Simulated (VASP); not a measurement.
Set up this calculation in VASP 6.6.1, as the native input.

```
Task                   : single point
Functional             : PBE
Potentials or basis    : VASP PAW PBE potentials, release 64 (Os, Cl)
Cutoff                 : 520 eV
k mesh                 : 6 × 6 × 6
Occupations            : gaussian, width 0.05 eV
Spin                   : no spin polarisation
Hubbard terms          : Os d U = 2.0 eV
Dipole correction      : no
Further INCAR settings : ALGO = Normal; EDIFF = 1e-07; NBANDS = 22
```

The structure of OsCl3 lies in POSCAR:

```
OsCl3
1.0
    4.8189849265      0.0000000000      0.0000000000
    0.0000000000      4.8189849265      0.0000000000
    0.0000000000      0.0000000000      4.8189849265
Os Cl
1 3
Direct
    0.0000000000      0.0000000000      0.0000000000
    0.5000000000      0.0000000000      0.0000000000
    0.0000000000      0.0000000000      0.5000000000
    0.0000000000      0.5000000000      0.0000000000
```

These files were run (other wordings do the same):

INCAR

```
SYSTEM = OsCl3
PREC = Accurate ; ENCUT = 520
EDIFF = 1E-7 ; ISMEAR = 0
SIGMA = 0.05 ; LREAL = .False.
LASPH = .True. ; NELM = 150
ALGO = Normal ; ISIF = 2
LWAVE = .False. ; LCHARG = .True.
LMAXMIX = 4 ; LDAU = .True.
LDAUTYPE = 2 ; LDAUL = 2 -1
LDAUU = 2 0 ; LDAUJ = 0 0
LDAUPRINT = 1 ; GGA = PE
LELF = .True. ; LVHAR = .True.
NBANDS = 22
```

KPOINTS

```
Automatic mesh
0
Gamma
  6 6 6
  0 0 0
```

Potentials or basis: VASP PAW PBE potentials, release 64 (Os, Cl).

Command:

```sh
$ cat potpaw_PBE.64/Os/POTCAR potpaw_PBE.64/Cl/POTCAR > POTCAR
$ mpirun -np 1 vasp_std > vasp.out
```

It gave:

| Quantity | Value |
| --- | --- |
| Pressure | -2.0 GPa |
| Band gap on the k mesh | zero (an odd number of electrons rules out a gap without spin polarisation) |

Caveat: spin-orbit coupling is left out, which moves the levels of the heavy elements; an odd number of electrons without spin polarisation forces a metal; a magnetic or distorted state may lie lower; U without spin polarisation on a metal has little footing.

It took 53 s on 1 thread of Intel(R) Xeon(R) 6975P-C (Granite Rapids), with other jobs on the host, peak memory 0.21 GiB.
